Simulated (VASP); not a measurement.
Input of a VASP 6.6.1 run:

INCAR

```
PREC = Accurate
ENCUT = 500
EDIFF = 1E-6
ISMEAR = -1
SIGMA = 0.03
LREAL = False
LASPH = True
NELM = 120
ALGO = Normal
ISIF = 2
LWAVE = False
LCHARG = False
NBANDS = 20
GGA_COMPAT = False
```

File KPOINTS:

```
regular mesh
0
Gamma
  13 13 13
```

Contents of POSCAR:

```
TaRu
1.0
    3.2507400000      0.0000000000      0.0000000000
    0.0000000000      3.2507400000      0.0000000000
    0.0000000000      0.0000000000      3.1870000000
Ta Ru
1 1
Direct
    0.5000000000      0.5000000000      0.5000000000
    0.0000000000      0.0000000000      0.0000000000
```

Potentials or basis: VASP PAW LDA potentials, release 64 (Ta_pv, Ru_pv).

Run with:

```console
$ cat potpaw_LDA.64/Ta_pv/POTCAR potpaw_LDA.64/Ru_pv/POTCAR > POTCAR
$ mpirun -np 1 vasp_std > vasp.out
```

Q: Predict the pressure.

A: -23.3 GPa.

Q: Estimate the band gap on the k mesh.

A: Zero (an odd number of electrons rules out a gap without spin polarisation).

Stress tensor (GPa, compression positive):
```
-22.16   0.00   0.00
  0.00 -22.16   0.00
  0.00   0.00 -25.58
```

Caveat: the cell differs from its parent crystal (equal xx and yy strain of +2 %); the cell stands under tension; spin-orbit coupling is left out, which moves the levels of the heavy elements.
